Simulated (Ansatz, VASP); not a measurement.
**BAs: VASP beside Ansatz**

File POSCAR:

```
BAs
1.0
    0.0000000000      2.3799082694      2.3978472764
    2.3799082694      0.0000000000      2.3978472764
    2.3799082694      2.3799082694      0.0000000000
B As
1 1
Direct
    0.0000000000      0.0000000000      0.0000000000
    0.2500000000      0.2500000000      0.2500000000
```

INCAR.step1

```
SYSTEM = BAs
PREC     = Accurate       ! precision mode
ENCUT    = 520            ! plane-wave cutoff, eV
EDIFF    = 1E-5           ! SCF threshold, eV
ISMEAR   = 0              ! smearing method
SIGMA    = 0.01           ! smearing width, eV
LREAL    = .False.        ! projectors in reciprocal space
LASPH    = .True.         ! aspherical terms in the spheres
NELM     = 100            ! most SCF steps
ALGO     = Normal         ! electronic algorithm
ISIF     = 2              ! what is computed and relaxed
LWAVE    = .True.         ! write WAVECAR
NBANDS   = 11             ! bands
GGA      = PE             ! functional
```

The input INCAR.step2:

```
SYSTEM = BAs
PREC     = Accurate       ! precision mode
ENCUT    = 520            ! plane-wave cutoff, eV
EDIFF    = 1E-6           ! SCF threshold, eV
ISMEAR   = 0              ! smearing method
SIGMA    = 0.01           ! smearing width, eV
LREAL    = .False.        ! projectors in reciprocal space
LASPH    = .True.         ! aspherical terms in the spheres
NELM     = 100            ! most SCF steps
ALGO     = Normal         ! electronic algorithm
ISIF     = 2              ! what is computed and relaxed
LWAVE    = .False.        ! write WAVECAR
LCHARG   = .True.         ! write CHGCAR
GGA      = PE             ! functional
LHFCALC  = .True.         ! exact exchange
HFSCREEN = 0.2079         ! screening, 1/A
PRECFOCK = Normal       
LELF     = .True.         ! ELF
LVHAR    = .True.       
NBANDS   = 11             ! bands
ISTART   = 1
```

KPOINTS

```
Automatic mesh
0
Gamma
  6 6 6
  0 0 0
```

Input for Ansatz:

```yaml
crystal:
  lattice:
    - [0.0, 2.3799082694, 2.3978472764]
    - [2.3799082694, 0.0, 2.3978472764]
    - [2.3799082694, 2.3799082694, 0.0]
  atoms:
    - { symbol: B, position: [0.0, 0.0, 0.0] }
    - { symbol: As, position: [0.25, 0.25, 0.25] }
kpoints:
  mp_grid: { grid: [6, 6, 6] }
  band_path:
    path:
      - [0.0, 0.0, 0.0]
      - [-0.5, -0.5, 0.0]
      - [-0.375, -0.375, 0.25]
      - [-0.375, 0.0, 0.375]
      - [0.0, 0.0, 0.5]
      - [-0.5, -0.25, 0.25]
      - [0.0, 0.398437, 0.398438]
    npoints: 1
hamiltonian:
  xc: hse06
scf:
  occupations: { method: fixed }
  n_extra_bands: 4
output:
  forces: true
  stress: true
  eigenvalues: true
  write_density: true
  write_potential: true
  elf: true
  volumetric_format: npy
```

Change from the starting cell: epitaxial_xy strain -0.5%.

Alike in both runs: task single point; functional HSE06; k mesh 6 × 6 × 6; no spin polarisation.

|  | VASP | Ansatz |
| --- | --- | --- |
| version | VASP 6.6.1 | Ansatz 0.2.0 |
| potentials or method | VASP PAW PBE potentials, release 64 (B, As) | plane waves, PAW |
| plane-wave cutoff (eV) | 520 | 420 |
| occupations | gaussian, width 0.01 eV | fixed |
| valence electrons in the cell | 8 | 18 |

|  | VASP | Ansatz | Ansatz less VASP |
| --- | --- | --- | --- |
| gap on the k mesh at the Fermi level (eV) | 1.88 | 1.88 | -0.008 |
| pressure (GPa) | -0.1 | 0.0 | +0.11 |
| traceless stress, the component that is largest in VASP (GPa) | -1.13 | -1.13 | +0.001 |

VASP's potentials hold 8 valence electrons a cell and Ansatz's 18, so a difference there can come from the potentials and not from the codes. Ansatz's warnings: stress exchange threshold loose, stress scf threshold loose.
